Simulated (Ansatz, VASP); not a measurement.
Two plane-wave programs on Ir

```xyz
1
Lattice="0.0000 1.7661 1.8429 1.7661 0.0000 1.8429 1.7661 1.7661 0.0000" Properties=species:S:1:pos:R:3 pbc="T T T"
Ir    0.0000    0.0000    0.0000
```

Change from the starting cell: strain -0.080 along x and y, -0.040 along z, atoms carried along.

Alike in both runs: task single point; functional PBE; k mesh 22 × 22 × 22; occupations gaussian, width 0.15 eV; no spin polarisation.

|  | VASP | Ansatz |
| --- | --- | --- |
| version | VASP 6.6.1 | Ansatz 0.2.0 |
| potentials or method | VASP PAW PBE potentials, release 64 (Ir), cutoff 520 eV | scalar-relativistic, plane waves, PAW |
| valence electrons in the cell | 9 | 17 |

VASP gave:

* gap on the k mesh at the Fermi level (eV): none
* pressure (GPa): 147.7
* traceless stress, the component that is largest in VASP (GPa): -19.18

Question: Which values does Ansatz return?

Answer: gap on the k mesh at the Fermi level (eV): none; pressure (GPa): 144.6; traceless stress, the component that is largest in VASP (GPa): -19.20.

A gap of «none» marks a metal or a gap that the smearing closes. Both programs put the cell under a high pressure, so it lies far from rest at this level. The functional is the same, so the differences come from potentials, cutoffs and numerics. VASP's potentials hold 9 valence electrons a cell and Ansatz's 17, so a difference there can come from the potentials and not from the codes.

Neither program's run includes spin-orbit coupling. Noted on VASP's run: the cell as given lies far from equilibrium.
